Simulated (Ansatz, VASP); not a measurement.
# Co: VASP beside Ansatz

```xyz
2
Lattice="2.4874 0.0000 0.0000 -1.2437 2.1541 0.0000 0.0000 0.0000 4.0633" Properties=species:S:1:pos:R:3 pbc="T T T"
Co    1.2437    0.7180    1.0559
Co    0.0000    1.4361    3.0074
```

Alike in both runs: task single point; functional r2SCAN; k mesh 15 × 15 × 8; occupations gaussian, width 0.05 eV; collinear spin.

|  | VASP | Ansatz |
| --- | --- | --- |
| version | VASP 6.6.1 | Ansatz 0.2.0 |
| potentials or method | VASP PAW PBE potentials, release 64 (Co), cutoff 520 eV | scalar-relativistic, plane waves, PAW |
| valence electrons in the cell | 18 | 34 |

|  | VASP | Ansatz | Ansatz less VASP |
| --- | --- | --- | --- |
| gap on the k mesh at the Fermi level (eV) | none | none | - |
| rms of the force components (eV/Å) | 0.102 | 0.099 | -0.0037 |
| net moment per atom (μB) | 1.76 | 1.78 | +0.021 |
| size of the moment on the site where the two differ most (μB) | 1.83 | 1.93 | +0.100 |

VASP's potentials were made for PBE, not for r2SCAN. Site moments also hang on the region over which each program counts them. Atom by atom the forces differ by 0.004 eV/Å (rms over components). A gap of «none» marks a metal or a gap that the smearing closes. VASP's potentials hold 18 valence electrons a cell and Ansatz's 34, so a difference there can come from the potentials and not from the codes. Ansatz's warnings: stability check not made.
